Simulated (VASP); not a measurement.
# Cd (P6_3/mmc) in VASP: a series of runs, part 2 of 2

VASP 6.6.1.

## Step 5: Single point, BLYP+D3(BJ)

This run uses another cell than the first one, of 21.57 Å³/atom, 1.020 times its volume.

INCAR

```
PREC = Accurate
ENCUT = 520
EDIFF = 1E-6
ISMEAR = -1
SIGMA = 0.05
LREAL = F
LASPH = T
NELM = 100
ALGO = Normal
ISIF = 2
LWAVE = F
LCHARG = F
GGA = B5
ALDAX = 1.0
AGGAX = 1.0
AGGAC = 1.0
ALDAC = 0.0
IVDW = 12
VDW_S6 = 1.0
VDW_S8 = 2.6996
VDW_A1 = 0.4298
VDW_A2 = 4.2359
NBANDS = 19
```

KPOINTS

```
regular mesh
0
Gamma
  10 10 5
```

POSCAR

```
Cd
1.0
    2.9880428226      0.0000000000      0.0000000000
   -1.4940214113      2.5877209920      0.0000000000
    0.0000000000      0.0000000000      5.5788857997
Cd
2
Direct
    0.6666666667      0.3333333333      0.7500000000
    0.3333333333      0.6666666667      0.2500000000
```

Potentials or basis: VASP PAW PBE potentials, release 64 (Cd).

On the command line:

```console
$ cat potpaw_PBE.64/Cd/POTCAR > POTCAR
$ mpirun -np 1 vasp_std > vasp.out
```

OUTCAR:

```text
PREC = Accurate
   ENCUT = 520
   EDIFF = 1E-6
   ISMEAR = -1
   LREAL = F
   LASPH = T
   NELM = 100
   ISIF = 2
   GGA = B5
   IVDW = 12
 IVDW          = 12

 ion  position               nearest neighbor table
   1  0.667  0.333  0.750-   2 3.28   2 3.28   2 3.28   2 3.28   2 3.28   2 3.28
   2  0.333  0.667  0.250-   1 3.28   1 3.28   1 3.28   1 3.28   1 3.28   1 3.28

  LATTYP: Found a hexagonal cell.
 ALAT       =     2.9880428226
 C/A-ratio  =     1.8670702299

  Lattice vectors:

 A1 = (   2.9880428226,   0.0000000000,   0.0000000000)
 A2 = (  -1.4940214113,   2.5877209920,   0.0000000000)
 A3 = (   0.0000000000,   0.0000000000,   5.5788857997)

Analysis of symmetry for initial positions (statically):
=====================================================================
 Subroutine PRICEL returns:
 Original cell was already a primitive cell.

 Routine SETGRP: Setting up the symmetry group for a
 hexagonal supercell.

 Subroutine GETGRP returns: Found 24 space group operations
 (whereof 12 operations were pure point group operations)
 out of a pool of 24 trial point group operations.

The static configuration has the point symmetry D_3d.
 The point group associated with its full space group is D_6h.

Analysis of symmetry for dynamics (positions and initial velocities):
=====================================================================
 Subroutine PRICEL returns:
 Original cell was already a primitive cell.

 Routine SETGRP: Setting up the symmetry group for a
 hexagonal supercell.

 Subroutine GETGRP returns: Found 24 space group operations
 (whereof 12 operations were pure point group operations)
 out of a pool of 24 trial point group operations.

The dynamic configuration has the point symmetry D_3d.
 The point group associated with its full space group is D_6h.

 Subroutine INISYM returns: Found 24 space group operations
 (whereof 12 operations are pure point group operations),
 and found     1 'primitive' translations

[... 111 lines left out ...]
   IALGO  =     38    algorithm
   IMIX   =      4    mixing-type and parameters
     AMIX     =   0.40;   BMIX     =  1.00
     AMIX_MAG =   1.60;   BMIX_MAG =  1.00
  volume/ion in A,a.u.               =      21.57       145.55
  Fermi-wavevector in a.u.,A,eV,Ry     =   1.346464  2.544448 24.666881  1.812965
  Thomas-Fermi vector in A             =   2.474294
   LORBIT       =      0    0 simple, 1 ext, 2 COOP (PROOUT), +10 PAW based schemes
   GGA     = B5    functional components
   LHFCALC =     F    Hartree Fock is set to
   AEXX    =    0.0000 exact exchange contribution
   IVDW    =    12    specifies the selected vdW correction
   LEPSILON=     F    determine dielectric tensor
   LRPA    =     F    only Hartree local field effects (RPA)
 non-spin polarized calculation
  energy-cutoff  :      520.00
  volume of cell :       43.14
 maximum number of plane-waves:      1185
 NGX is ok and might be reduce to    24
   NGX = 11   NGY = 11   NGZ = 21

 number of electron      23.9999996 magnetization

 Free energy of the ion-electron system (eV)
  ---------------------------------------------------
  ext. energy  EPLUGINS =         0.00000000
  ---------------------------------------------------
  free energy    TOTEN  =        -0.07275992 eV

  energy without entropy =       -0.07062764  energy(sigma->0) =       -0.07169378

 E-fermi :   3.4533     XC(G=0): -10.4746

 val. band max:        3.2789352272   @ k =   0.1000   0.0000   0.2000
 cond. band min:       3.4968680285   @ k =   0.4000   0.0000   0.0000
 fundamental gap:      0.2179328013
 Fermi energy:         3.4533197895

 k-point     1 :       0.0000    0.0000    0.0000
  band No.  band energies     occupation
      1      -6.4964      2.00000
      2      -6.2236      2.00000
      3      -5.8877      2.00000
      4      -5.8877      2.00000
      5      -5.8350      2.00000
      6      -5.8350      2.00000
[... 505 lines left out ...]
      6      -5.4431      2.00000
[... 11 lines left out ...]
     18      13.4669      0.00000
     19      16.9075      0.00000

 [... further k-points ...]

------------------------ aborting loop because EDIFF is reached ----------------------------------------

 Edisp (eV)   -2.04558

 E8    (eV) :    -1.5170

  FORCE on cell =-STRESS in cart. coord.  units (eV):
  Direction    XX          YY          ZZ          XY          YZ          ZX
  --------------------------------------------------------------------------------------
  -------------------------------------------------------------------------------------
  Total       0.16921     0.16921     0.08062    -0.00000    -0.00000     0.00000
  in kB       6.28473     6.28473     2.99441    -0.00000    -0.00000     0.00000
  external pressure =        5.19 kB  Pullay stress =        0.00 kB

 VOLUME and BASIS-vectors are now :
 -----------------------------------------------------------------------------
  energy-cutoff  :      520.00
  volume of cell :       43.14
      direct lattice vectors                 reciprocal lattice vectors
     2.988042823  0.000000000  0.000000000     0.334667225  0.193220213  0.000000000
    -1.494021411  2.587720992  0.000000000     0.000000000  0.386440425  0.000000000
     0.000000000  0.000000000  5.578885800     0.000000000  0.000000000  0.179247261

 POSITION                                       TOTAL-FORCE (eV/Angst)
 -----------------------------------------------------------------------------------
      1.49402      0.86257      4.18416         0.000000      0.000000      0.000000
     -0.00000      1.72515      1.39472        -0.000000     -0.000000      0.000000
 -----------------------------------------------------------------------------------
    total drift:                               -0.000000      0.000000      0.000000

  FREE ENERGIE OF THE ION-ELECTRON SYSTEM (eV)
  ---------------------------------------------------
  free  energy   TOTEN  =        -2.1183431141 eV

  energy  without entropy=       -2.1162108313  energy(sigma->0) =       -2.11727697
```

Run time: 15 s. Hardware: 1 thread of Intel Xeon 6975P-C (Granite Rapids), shared host; peak memory 0.17 GiB.

Results:

| Quantity | Value |
| --- | --- |
| Free energy | -2.1183 eV |
| Pressure | 0.5 GPa |
| Band gap on the k mesh | zero (band 12 reaches 4.44 eV, above the bottom of band 13 at 0.62 eV) |
| Dispersion energy per atom | -1.023 eV |

Levels at points of the mesh, in eV from the Fermi level:
```
           k point  band 8  band 9  band 10  band 11  band 12  band 13  band 14  band 15  band 16  band 17
(0.00, 0.00, 0.00)   -8.84   -8.84    -8.58    -8.58    -3.00    -2.83    10.82    14.58    14.58    14.74
(0.50, 0.00, 0.00)   -8.60   -8.32    -8.29    -2.25    -1.89     2.00     3.08     3.11     5.53     8.25
```

Caveat: the PAW data sets were made with another functional, which shifts forces and pressure a little; pairwise dispersion overbinds metals, which lowers pressure and volume.

## Step 6: The runs side by side

```tsv
level	cell	gap on the mesh (eV)	pressure (GPa)
r2SCAN	a = 2.959, b = 2.959, c = 5.580 Å, angles 90.0, 90.0, 120.0°, 2 atoms	none	2.2
r2SCAN	a = 2.979, b = 2.979, c = 5.618 Å, angles 90.0, 90.0, 120.0°, 2 atoms	none	0.9
r2SCAN	a = 2.999, b = 2.999, c = 5.655 Å, angles 90.0, 90.0, 120.0°, 2 atoms	none	-0.3
BLYP+D3(BJ)	a = 2.988, b = 2.988, c = 5.579 Å, angles 90.0, 90.0, 120.0°, 2 atoms	none	0.5
```

Alike in all rows: task single point; potentials or basis VASP PAW PBE potentials, release 64 (Cd); no spin polarisation; k mesh 10 × 10 × 5; cutoff (eV) 520; smearing fermi-dirac 0.05 eV.

Caveats: the PAW data sets were made with another functional, which shifts forces and pressure a little; pairwise dispersion overbinds metals, which lowers pressure and volume (some runs).

Total energies depend on the potentials used, so only differences within one code and one set of settings carry meaning.
